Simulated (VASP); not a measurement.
Input of a VASP 6.6.1 run:

File INCAR:

```
SYSTEM = SbS2
ALGO     = Normal         ! electronic algorithm
EDIFF    = 1E-6           ! SCF threshold, eV
ENCUT    = 520            ! plane-wave cutoff, eV
GGA      = PE             ! functional
ISIF     = 2              ! what is computed and relaxed
ISMEAR   = 0              ! smearing method
LASPH    = .TRUE.         ! aspherical terms in the spheres
LCHARG   = .TRUE.         ! write CHGCAR
LELF     = .TRUE.         ! ELF
LREAL    = Auto         
LVHAR    = .TRUE.       
LWAVE    = .FALSE.        ! write WAVECAR
NBANDS   = 66             ! bands
NELM     = 60             ! most SCF steps
PREC     = Accurate       ! precision mode
SIGMA    = 0.1            ! smearing width, eV
```

The input KPOINTS:

```
k-points
0
G
  2 2 2
  0 0 0
```

POSCAR

```
SbS2
1.0
   -7.0377256836      7.0377256836      7.0377256836
    7.0377256836     -7.0377256836      7.0377256836
    7.0377256836      7.0377256836     -7.0377256836
Sb S
6 12
Direct
    0.7500000000      0.2500000000      0.5000000000
    0.2500000000      0.7500000000      0.5000000000
    0.5000000000      0.2500000000      0.7500000000
    0.7500000000      0.5000000000      0.2500000000
    0.5000000000      0.7500000000      0.2500000000
    0.2500000000      0.5000000000      0.7500000000
    0.6093658441      0.2187316883      0.6093658441
    0.7812683117      0.3906341559      0.3906341559
    0.6093658441      0.0000000000      0.3906341559
    0.0000000000      0.3906341559      0.6093658441
    0.3906341559      0.0000000000      0.6093658441
    0.0000000000      0.6093658441      0.3906341559
    0.3906341559      0.7812683117      0.3906341559
    0.2187316883      0.6093658441      0.6093658441
    0.6093658441      0.3906341559      0.0000000000
    0.3906341559      0.3906341559      0.7812683117
    0.6093658441      0.6093658441      0.2187316883
    0.3906341559      0.6093658441      0.0000000000
```

Potentials or basis: VASP PAW PBE potentials, release 64 (Sb, S).

Launch:

```console
$ cat potpaw_PBE.64/Sb/POTCAR potpaw_PBE.64/S/POTCAR > POTCAR
$ mpirun -np 1 vasp_std > vasp.out
```

(1) Predict the pressure.

(2) What does it give for the band gap on the k mesh?

Results:

(1) 0.1 GPa.

(2) zero (bands 51 and 52 overlap by 0.35 eV).

Caveat: spin-orbit coupling is left out, which moves the levels of the heavy elements.
